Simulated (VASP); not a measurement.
A run of VASP 6.6.1 is set up as follows.

POSCAR

```
SnO2
1.0
    1.5406276265      0.9636052561      4.3549526356
   -1.5406276265      0.9636052561      4.3549526356
    0.0000000000     -1.9272105122      4.3549526356
Sn O
1 2
Direct
    0.5000000000      0.5000000000      0.5000000000
    0.2412464623      0.2412464623      0.2412464623
    0.7587535377      0.7587535377      0.7587535377
```

INCAR.step1

```
SYSTEM = SnO2
  PREC = Accurate
  ENCUT = 520
  ISMEAR = 0
  SIGMA = 0.05
  LREAL = .False.
  LASPH = .True.
  NELM = 60
  NBANDS = 20
  GGA = PE
  ALGO = Normal
  EDIFF = 1E-4
  LWAVE = .True.
  LCHARG = .False.
```

INCAR.step2

```
SYSTEM = SnO2
  PREC = Accurate
  ENCUT = 520
  EDIFF = 1E-7
  ISMEAR = 0
  SIGMA = 0.05
  LREAL = .False.
  LASPH = .True.
  NELM = 60
  ALGO = Normal
  ISIF = 2
  LWAVE = .False.
  LCHARG = .True.
  METAGGA = R2SCAN
  LMIXTAU = .True.
  LELF = .True.
  LVHAR = .True.
  NBANDS = 20
  ISTART = 1
```

Contents of KPOINTS:

```
regular mesh
0
Gamma
  12 12 12
  0 0 0
```

Potentials or basis: VASP PAW PBE potentials, release 64 (Sn_d, O).

Run with:

```sh
$ cat potpaw_PBE.64/Sn_d/POTCAR potpaw_PBE.64/O/POTCAR > POTCAR
$ cp INCAR.step1 INCAR
$ mpirun -np 1 vasp_std > vasp.out
$ cp INCAR.step2 INCAR
$ mpirun -np 1 vasp_std > vasp.out
```

Question: Estimate the pressure.

Answer: 2.4 GPa.

Question: What does it give for the largest force?

Answer: 0.161 eV/Å.

Forces in eV/Å, atoms in the order of the input:
```
Sn   0.000  0.000  0.000
O    0.000  0.076  0.142
O    0.000 -0.076 -0.142
```

Caveat: the cell differs from its parent crystal (strain -0.0400 x Voigt [1, -1, 0, 0, 0, 0]); the stress differs along the axes, from -7 to 13 GPa; the PAW data sets were made with another functional, which shifts forces and pressure a little.
